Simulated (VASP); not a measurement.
Set up this calculation in VASP 6.6.1, as the native input.

- Task: single point
- Functional: LDA
- Potentials or basis: VASP PAW LDA potentials, release 64 (Ti_sv, B)
- Cutoff: 520 eV
- k mesh: 18 × 18 × 14
- Occupations: gaussian, width 0.1 eV
- Spin: no spin polarisation
- Dipole correction: no
- Further INCAR settings: ALGO = Normal; EDIFF = 1e-06; NBANDS = 16

The structure of TiB2 (lda) lies in POSCAR:

```
TiB2
1.0
    2.9936417579      0.0000000029      0.0000000000
   -1.4968208814      2.5925698107      0.0000000000
    0.0000000000      0.0000000000      3.1601937960
Ti B
1 2
Direct
    0.0000000000      0.0000000000      0.0000000000
    0.3333333333      0.6666666667      0.5000000000
    0.6666666667      0.3333333333      0.5000000000
```

The input as run:

INCAR

```
SYSTEM = TiB2
  PREC = Accurate
  ENCUT = 520
  EDIFF = 1E-6
  ISMEAR = 0
  SIGMA = 0.1
  LREAL = .False.
  LASPH = .True.
  NELM = 60
  ALGO = Normal
  ISIF = 2
  LWAVE = .False.
  LCHARG = .False.
  GGA = CA
  NBANDS = 16
```

KPOINTS

```
Automatic mesh
0
Gamma
  18 18 14
  0 0 0
```

Potentials or basis: VASP PAW LDA potentials, release 64 (Ti_sv, B).

The run is started by

```sh
$ cat potpaw_LDA.64/Ti_sv/POTCAR potpaw_LDA.64/B/POTCAR > POTCAR
$ mpirun -np 1 vasp_std > vasp.out
```

It gave:

The pressure is 0.6 GPa. The band gap on the k mesh is zero (band 9 reaches 10.82 eV, above the bottom of band 10 at 10.18 eV).

Run time: 37 s on 1 thread of Intel(R) Xeon(R) Platinum 8559C (Emerald Rapids), with other jobs on the host, peak memory 0.22 GiB.
